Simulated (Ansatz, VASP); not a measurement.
Two plane-wave programs on WS2

INCAR

```
PREC = Accurate
ENCUT = 520
EDIFF = 1E-6
ISMEAR = 0
SIGMA = 0.02
LREAL = False
LASPH = True
NELM = 60
ALGO = Normal
ISIF = 2
LWAVE = False
LCHARG = True
GGA = PS
LELF = True
LVHAR = True
NBANDS = 35
```

The input KPOINTS:

```
regular mesh
0
Gamma
  12 12 2
```

File POSCAR:

```
WS2
1.0
    2.9573186689      0.0000000000      0.0000000000
   -1.4786593345      2.5611130944      0.0000000000
    0.0000000000      0.0000000000     13.0298300707
W S
2 4
Direct
    0.3333333333      0.6666666667      0.2500000000
    0.6666666667      0.3333333333      0.7500000000
    0.3333333333      0.6666666667      0.6240240128
    0.6666666667      0.3333333333      0.1240240128
    0.3333333333      0.6666666667      0.8759759872
    0.6666666667      0.3333333333      0.3759759872
```

Input for Ansatz:

```yaml
crystal:
  lattice:
    - [2.9573186689, 0.0, 0.0]
    - [-1.4786593345, 2.5611130944, 0.0]
    - [0.0, 0.0, 13.0298300707]
  atoms:
    - { symbol: W, position: [0.3333333333, 0.6666666667, 0.25] }
    - { symbol: W, position: [0.6666666667, 0.3333333333, 0.75] }
    - { symbol: S, position: [0.3333333333, 0.6666666667, 0.6240240128] }
    - { symbol: S, position: [0.6666666667, 0.3333333333, 0.1240240128] }
    - { symbol: S, position: [0.3333333333, 0.6666666667, 0.8759759872] }
    - { symbol: S, position: [0.6666666667, 0.3333333333, 0.3759759872] }
basis:
  ecutwfc: 420
kpoints:
  mp_grid: { grid: [12, 12, 2] }
  band_path: { path: [VBM, CBM], npoints: 2 }
hamiltonian:
  xc: pbesol
scf:
  occupations: { method: gaussian, width: 0.02 }
output:
  forces: true
  stress: true
  eigenvalues: true
checkpoint:
  read: start.run
  write: ck
  compress: false
  write_wavefunctions: false
  write_every: 100000
```

Alike in both runs: task single point; functional PBEsol; k mesh 12 × 12 × 2; occupations gaussian, width 0.02 eV; no spin polarisation.

|  | VASP | Ansatz |
| --- | --- | --- |
| version | VASP 6.6.1 | Ansatz 0.2.0 |
| potentials or method | VASP PAW PBE potentials, release 64 (W_sv, S), cutoff 520 eV | scalar-relativistic, plane waves, PAW |
| valence electrons in the cell | 52 | 52 |

|  | VASP | Ansatz | Ansatz less VASP |
| --- | --- | --- | --- |
| gap on the k mesh at the Fermi level (eV) | 1.10 | 1.10 | -0.002 |
| least direct gap on the mesh (eV) | 1.94 | 1.93 | -0.007 |
| pressure (GPa) | 15.0 | 14.7 | -0.22 |
| traceless stress, the component that is largest in VASP (GPa) | -14.77 | -14.74 | +0.028 |
| rms of the force components (eV/Å) | 0.011 | 0.000 | -0.0106 |

VASP's potentials were made for PBE, not for PBEsol. Atom by atom the forces differ by 0.011 eV/Å (rms over components). The functional is the same, so the differences come from potentials, cutoffs and numerics.

Neither program's run includes spin-orbit coupling.
